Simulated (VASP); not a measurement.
# Li in VASP: notebook, part 2 of 2

VASP 6.6.1.

## (4) Single point, PBE

This run uses another cell than the first one, of 103.31 Å³/atom, 2.160 times its volume.

INCAR

```
SYSTEM = Li
PREC = Accurate
ENCUT = 520
EDIFF = 1E-6
ISMEAR = 0
SIGMA = 0.1
LREAL = .False.
LASPH = .True.
NELM = 80
ALGO = Normal
ISIF = 2
LWAVE = .False.
LCHARG = .False.
LDIPOL = .True.
IDIPOL = 3
DIPOL = 0.5 0.5 0.276
GGA = PE
NBANDS = 14
```

KPOINTS

```
Automatic mesh
0
Gamma
  6 6 1
  0 0 0
```

POSCAR

```
Li
1.0
    3.6623524526      0.0000000000      0.0000000000
    0.0000000000      3.6623524526      0.0000000000
    0.0000000000      0.0000000000     30.8089840745
Li
4
Direct
    0.0000000000      1.0000000000      0.3517174601
    0.0000000000      1.0000000000      0.2000696407
    0.0000000000      0.5000000000      0.2758935504
    0.5000000000      1.0000000000      0.2758935504
```

Potentials or basis: VASP PAW PBE potentials, release 64 (Li_sv).

Launch:

```
> cat potpaw_PBE.64/Li_sv/POTCAR > POTCAR
> mpirun -np 1 vasp_std > vasp.out
```

OUTCAR:

```text
SYSTEM = Li
   PREC = Accurate
   ENCUT = 520
   EDIFF = 1E-6
   ISMEAR = 0
   LREAL = .False.
   LASPH = .True.
   NELM = 80
   ISIF = 2
   GGA = PE

 ion  position               nearest neighbor table
   1  0.000  0.000  0.352-
   2  0.000  0.000  0.200-
   3  0.000  0.500  0.276-   4 2.59   4 2.59   4 2.59   4 2.59
   4  0.500  0.000  0.276-   3 2.59   3 2.59   3 2.59   3 2.59

  LATTYP: Found a simple tetragonal cell.
 ALAT       =     3.6623524526
 C/A-ratio  =     8.4123482033

  Lattice vectors:

 A1 = (   3.6623524526,   0.0000000000,   0.0000000000)
 A2 = (   0.0000000000,   3.6623524526,   0.0000000000)
 A3 = (   0.0000000000,   0.0000000000,  30.8089840745)

Analysis of symmetry for initial positions (statically):
=====================================================================
 Subroutine PRICEL returns:
 Original cell was already a primitive cell.

 Routine SETGRP: Setting up the symmetry group for a
 simple tetragonal supercell.

 Subroutine GETGRP returns: Found 16 space group operations
 (whereof  8 operations were pure point group operations)
 out of a pool of 16 trial point group operations.

The static configuration has the point symmetry C_4v.
 The point group associated with its full space group is D_4h.

Analysis of symmetry for dynamics (positions and initial velocities):
=====================================================================
 Subroutine PRICEL returns:
 Original cell was already a primitive cell.

 Routine SETGRP: Setting up the symmetry group for a
 simple tetragonal supercell.

 Subroutine GETGRP returns: Found 16 space group operations
 (whereof  8 operations were pure point group operations)
 out of a pool of 16 trial point group operations.

The dynamic configuration has the point symmetry C_4v.
 The point group associated with its full space group is D_4h.

 Subroutine INISYM returns: Found 16 space group operations
[... 124 lines left out ...]

 dipolmoment           0.000000      0.000000     -0.000047 electrons x Angstroem

 number of electron      11.9999971 magnetization

 dipolmoment           0.000000      0.000000      0.000003 electrons x Angstroem

 Free energy of the ion-electron system (eV)
  ---------------------------------------------------
  ext. energy  EPLUGINS =         0.00000000
  ---------------------------------------------------
  free energy    TOTEN  =        -6.40248647 eV

  energy without entropy =       -6.39068889  energy(sigma->0) =       -6.39658768

 E-fermi :  -1.9748     XC(G=0):  -2.0594

 val. band max:       -2.0141521787   @ k =   0.1667   0.0000   0.0000
 cond. band min:      -1.9342505079   @ k =   0.5000   0.0000   0.0000
 fundamental gap:      0.0799016708
 Fermi energy:        -1.9747636598

 k-point     1 :       0.0000    0.0000    0.0000
  band No.  band energies     occupation
      1     -49.7075      2.00000
      2     -49.7075      2.00000
      3     -48.5621      2.00000
      4     -48.4923      2.00000
      5      -5.1696      2.00000
      6      -3.9797      2.00000
      7      -2.2674      1.99997
      8      -1.4210      0.00000
      9       0.4619      0.00000
     10       0.6518      0.00000
     11       0.9205      0.00000
     12       1.4579      0.00000
     13       1.8181      0.00000
     14       2.2425      0.00000
[... 139 lines left out ...]
      1     -49.7063      2.00000
      2     -49.7063      2.00000
      3     -48.5258      2.00000
      4     -48.5258      2.00000
      5      -2.2657      1.99996
      6      -1.5714      0.00000
      7      -0.3026      0.00000
      8      -0.3026      0.00000
      9      -0.1113      0.00000
     10      -0.1113      0.00000
     11       2.1370      0.00000
     12       2.3343      0.00000
     13       2.6759      0.00000
     14       2.9762      0.00000

------------------------ aborting loop because EDIFF is reached ----------------------------------------

 vacuum level on the upper side and lower side of the slab       (xc-potential included)        -0.007        -0.007

  FORCE on cell =-STRESS in cart. coord.  units (eV):
  Direction    XX          YY          ZZ          XY          YZ          ZX
  --------------------------------------------------------------------------------------
  -------------------------------------------------------------------------------------
  Total       -0.0154547     -0.0154547     -0.0922026      0.0000000      0.0000000     -0.0000000
  in kB       -0.0599203     -0.0599203     -0.3574835      0.0000000      0.0000000     -0.0000000
  external PRESSURE =      -0.1591081 kB  Pullay stress =       0.0000000 kB

 VOLUME and BASIS-vectors are now :
 -----------------------------------------------------------------------------
  energy-cutoff  :      520.00
  volume of cell :      413.24
      direct lattice vectors                 reciprocal lattice vectors
     3.662352453  0.000000000  0.000000000     0.273048543  0.000000000  0.000000000
     0.000000000  3.662352453  0.000000000     0.000000000  0.273048543  0.000000000
     0.000000000  0.000000000 30.808984074     0.000000000  0.000000000  0.032458065

 POSITION                                       TOTAL-FORCE (eV/Angst)
 -----------------------------------------------------------------------------------
      0.00000      0.00000     10.83606         0.000000     -0.000000     -0.006347
      0.00000      0.00000      6.16394         0.000000      0.000000      0.006347
      0.00000      1.83118      8.50000         0.000000     -0.000000      0.000000
      1.83118      0.00000      8.50000         0.000000      0.000000      0.000000
 -----------------------------------------------------------------------------------
    total drift:                                0.000000      0.000000      0.000019

  FREE ENERGIE OF THE ION-ELECTRON SYSTEM (eV)
  ---------------------------------------------------
  free  energy   TOTEN  =        -6.4024864712 eV

  energy  without entropy=       -6.3906888858  energy(sigma->0) =       -6.39658768

 vacuum level on the upper side and lower side of the slab         0.768         0.768
```

stdout:

```text
POSCAR found type information on POSCAR Li
 POSCAR found :  1 types and       4 ions
 scaLAPACK will be used
 LDA part: xc-table for (Slater+PW92), standard interpolation
 POSCAR, INCAR and KPOINTS ok, starting setup
 FFT: planning ... GRIDC
 FFT: planning ... GRID_SOFT
 FFT: planning ... GRID
 WAVECAR not read
 entering main loop
```

It took 89 s on 1 thread of Intel Xeon Platinum 8488C (Sapphire Rapids), shared host; peak memory 0.42 GiB.

What came out:

```yaml
Free_energy: -6.4025 eV
Largest_force: 0.006 eV/Å
Band_gap_on_the_k_mesh: zero (band 6 reaches -1.57 eV, above the bottom of band 7 at -2.27 eV)
```

Forces on the atoms (eV/Å):
```
Li   0.000  0.000 -0.006
Li   0.000  0.000  0.006
Li   0.000  0.000  0.000
Li   0.000  0.000  0.000
```

Caveat: the cutoff is under 1.25 times the usual one of these potentials, so pressure, stress and relaxed cells hold a basis-set (Pulay) error.

## (5) Single point, PBE

This run uses another cell than the first one, of 114.32 Å³/atom, 2.391 times its volume.

Edit INCAR of step 4 so:

```diff
@@ -8,3 +8,3 @@
 LASPH = .True.
-NELM = 80
+NELM = 100
 ALGO = Normal
@@ -15,3 +15,3 @@
 IDIPOL = 3
-DIPOL = 0.5 0.5 0.276
+DIPOL = 0.5 0.5 0.256
 GGA = PE
```

KPOINTS

```
regular mesh
0
Gamma
  12 12 1
  0 0 0
```

POSCAR

```
Li
1.0
    3.7144231883      0.0000000000      0.0000000000
    0.0000000000      3.7144231883      0.0000000000
    0.0000000000      0.0000000000     33.1442305057
Li
4
Direct
    0.0000000000      1.0000000000      0.3255910730
    0.0000000000      1.0000000000      0.1873187077
    0.0000000000      0.5000000000      0.2564548904
    0.5000000000      1.0000000000      0.2564548904
```

Launch:

```
> cat potpaw_PBE.64/Li_sv/POTCAR > POTCAR
> mpirun -np 1 vasp_std > vasp.out
```

Run time: 2.2 min. Hardware: 1 thread of Intel Xeon 6975P-C (Granite Rapids), shared host; peak memory 0.49 GiB.

The run converged. Its results:

```
Free energy            : -6.3741 eV
Band gap on the k mesh : zero (band 6 reaches -1.50 eV, above the bottom of band 7 at -2.27 eV)
```

Forces in eV/Å, atoms in the order of the input:
```
Li   0.000  0.000 -0.003
Li   0.000  0.000  0.003
Li   0.000  0.000  0.000
Li   0.000  0.000  0.000
```

Levels at points of the mesh, in eV from the Fermi level:
| k point | band 2 | band 3 | band 4 | band 5 | band 6 | band 7 | band 8 | band 9 | band 10 | band 11 |
| --- | --- | --- | --- | --- | --- | --- | --- | --- | --- | --- |
| (0.00, 0.00, 0.00) | -47.61 | -46.53 | -46.47 | -3.08 | -1.85 | -0.17 | 0.71 | 2.38 | 2.54 | 2.77 |
| (0.50, 0.00, 0.00) | -47.61 | -46.50 | -46.50 | -1.12 | -1.01 | 0.14 | 0.84 | 2.06 | 2.35 | 2.89 |
| (0.50, 0.50, 0.00) | -47.61 | -46.50 | -46.50 | -0.24 | 0.48 | 1.67 | 1.67 | 1.89 | 1.89 | 4.13 |

Caveat: the cutoff is under 1.25 times the usual one of these potentials, so pressure, stress and relaxed cells hold a basis-set (Pulay) error.

## (6) Summary

| cell | k mesh | gap on the mesh (eV) | largest force (eV/Å) |
| --- | --- | --- | --- |
| a = 3.354, b = 3.354, c = 17.000 Å, 4 atoms | 6 × 6 × 1 | none | 4.46 |
| a = 3.437, b = 3.437, c = 28.481 Å, 4 atoms | 6 × 6 × 1 | none | 1.31 |
| a = 3.662, b = 3.662, c = 30.809 Å, 4 atoms | 6 × 6 × 1 | none | 0.01 |
| a = 3.714, b = 3.714, c = 33.144 Å, 4 atoms | 12 × 12 × 1 | none | - |

Alike in all rows: task single point; level PBE; potentials or basis VASP PAW PBE potentials, release 64 (Li_sv); no spin polarisation; cutoff (eV) 520; smearing gaussian 0.1 eV.

Caveats: the cutoff is under 1.25 times the usual one of these potentials, so pressure, stress and relaxed cells hold a basis-set (Pulay) error.

Total energies depend on the potentials used, so only differences within one code and one set of settings carry meaning.
